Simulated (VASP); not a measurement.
A run of VASP 6.6.1:

The input INCAR:

```
  PREC = Accurate
  ENCUT = 520
  EDIFF = 1E-6
  ISMEAR = -1
  SIGMA = 0.2499
  LREAL = Auto
  LASPH = T
  NELM = 80
  ALGO = Normal
  ISIF = 2
  LWAVE = F
  LCHARG = T
  GGA = PE
  LELF = T
  LVHAR = T
  ISYM = 0
  NBANDS = 134
```

KPOINTS

```
Automatic mesh
0
Gamma
  1 1 1
  0.25 0.25 0.25
```

POSCAR

```
HfTi9
1.0
    7.2123050000      0.3730170000      0.2320640000
    0.3730170000      7.2034180000     -0.0335060000
    0.2320640000     -0.0335060000      7.4116840000
Ti Hf
18 2
Direct
    0.5470553962      0.4258339312      0.5984828992
    0.7941382333      0.7098738454      0.6734643757
    0.1038097971      0.6957439273      0.0755729844
    0.7545840618      0.3729167008      0.9009597753
   -0.0158292178      0.9379757784      0.3410147017
    0.9716414035      0.0541422840      0.9677151779
    0.5712444055      0.0425027987      0.7640213529
    0.5237176369      0.8218555705      0.4180681587
    0.4619672089      0.5058614231      0.1459411160
    0.0177497578      0.3036407443      0.2162945300
    0.2263396089      0.3211646543      0.7710193349
    0.6713338452      0.8086983634      0.0591919232
    0.1460376384      0.9317959904      0.6684632909
    0.8557413238      0.5885238289      0.2700771275
    0.4553567675      0.6920706515      0.8216439889
    0.6542367598      0.1374248664      0.2095203679
    0.1901719524      0.6044884355      0.5170789696
    0.8923125577      0.2406039803      0.6070493636
    0.3047636770      0.9421442023      0.0723016261
    0.2603049215      0.1827330286      0.4539350641
```

Potentials or basis: VASP PAW PBE potentials, release 64 (Ti_sv, Hf_pv).

Launch:

```console
$ cat potpaw_PBE.64/Ti_sv/POTCAR potpaw_PBE.64/Hf_pv/POTCAR > POTCAR
$ mpirun -np 1 vasp_std > vasp.out
```

Hardware: 1 thread of AMD EPYC 7R13, on a shared host.

Question: Estimate the wall time of this run.

Answer: Wall time 11 min on 1 thread of AMD EPYC 7R13, on a shared host, peak memory 0.38 GiB. Counts: scf iterations 54, k points 1.
